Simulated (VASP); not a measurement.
Here is a VASP 6.6.1 calculation.

INCAR

```
SYSTEM = MnO
PREC = Accurate
ENCUT = 600
EDIFF = 1E-6
ISMEAR = -1
SIGMA = 0.1
LREAL = .FALSE.
LASPH = .TRUE.
NELM = 120
ALGO = Normal
ISIF = 2
LWAVE = .FALSE.
LCHARG = .TRUE.
GGA = PE
LELF = .TRUE.
LVHAR = .TRUE.
NBANDS = 16
GGA_COMPAT = .FALSE.
```

The input KPOINTS:

```
regular mesh
0
G
  8 8 8
  0 0 0
```

POSCAR

```
MnO
1.0
    0.0000000000      2.2220000000      2.2220000000
    2.2220000000      0.0000000000      2.2220000000
    2.2220000000      2.2220000000      0.0000000000
Mn O
1 1
Direct
    0.0000000000      0.0000000000      0.0000000000
    0.5000000000      0.5000000000      0.5000000000
```

Potentials or basis: VASP PAW PBE potentials, release 64 (Mn_pv, O).

Command:

```console
$ cat potpaw_PBE.64/Mn_pv/POTCAR potpaw_PBE.64/O/POTCAR > POTCAR
$ mpirun -np 1 vasp_std > vasp.out
```

Task: Estimate the pressure.

Result: -32.5 GPa.

Caveat: an odd number of electrons without spin polarisation forces a metal; a magnetic or distorted state may lie lower; the run has no spin polarisation, though such a crystal can be magnetic; semilocal functionals often make such compounds metallic where correlation or magnetic order opens a gap, which also shifts bond lengths. Spin polarisation is off, so any magnetic state and its effect on volume and gap are missing.
